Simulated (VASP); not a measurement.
Input of a VASP 6.6.1 run:

The input INCAR:

```
SYSTEM = Zn
PREC = Accurate
ENCUT = 520
EDIFF = 1E-6
ISMEAR = -1
SIGMA = 0.05
LREAL = .FALSE.
LASPH = .TRUE.
NELM = 60
ALGO = Normal
ISIF = 2
LWAVE = .FALSE.
LCHARG = .FALSE.
GGA = PS
NBANDS = 25
```

The input KPOINTS:

```
regular mesh
0
G
  10 10 3
  0 0 0
```

POSCAR

```
Zn
1.0
    2.2681701736     -1.3084870100      0.0000000000
    2.2681701736      1.3084870100      0.0000000000
   -1.5917165425      0.0000000000      7.0083918642
Zn
3
Direct
    0.7780178600      0.7780178600      0.3345049800
    0.2219821400      0.2219821400      0.6654950200
    0.0000000000      0.0000000000      0.0000000000
```

Potentials or basis: VASP PAW PBE potentials, release 64 (Zn).

Launch:

```console
$ cat potpaw_PBE.64/Zn/POTCAR > POTCAR
$ mpirun -np 1 vasp_std > vasp.out
```

**Question.** What does it give for the pressure?

**Answer.** 2.3 GPa.

**Question.** Estimate the largest force.

**Answer.** 0.017 eV/Å.

Forces in eV/Å, atoms in the order of the input:
```
Zn  -0.011  0.000 -0.012
Zn   0.011  0.000  0.012
Zn   0.000  0.000  0.000
```

Caveat: the PAW data sets were made with another functional, which shifts forces and pressure a little.
